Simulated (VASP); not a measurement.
Input of a VASP 6.6.1 run:

Contents of INCAR:

```
ALGO = Normal
EDIFF = 1E-6
ENCUT = 520
GGA = PE
ISIF = 2
ISMEAR = -1
LASPH = True
LCHARG = True
LELF = True
LREAL = False
LVHAR = True
LWAVE = False
NBANDS = 18
NELM = 60
PREC = Accurate
SIGMA = 0.05
```

KPOINTS

```
k-points
0
Gamma
  15 15 8
```

The input POSCAR:

```
La
1.0
    2.9066171653      0.0000000000      0.0000000000
   -1.4533085826      2.5172043042      0.0000000000
    0.0000000000      0.0000000000      4.8992159115
La
2
Direct
    0.3333333333      0.6666666667      0.2500000000
    0.6666666667      0.3333333333      0.7500000000
```

Potentials or basis: VASP PAW PBE potentials, release 64 (La).

The run is started by

```sh
$ cat potpaw_PBE.64/La/POTCAR > POTCAR
$ mpirun -np 1 vasp_std > vasp.out
```

Question: Estimate the band gap on the k mesh.

Answer: Zero (bands 11 and 12 overlap by 4.01 eV).

Question: Estimate the pressure.

Answer: 65.3 GPa.

Stress tensor (GPa, compression positive):
```
65.24  0.00  0.00
 0.00 65.24  0.00
 0.00  0.00 65.45
```

Caveat: the cell stands under pressure; spin-orbit coupling is left out, which moves the levels of the heavy elements.
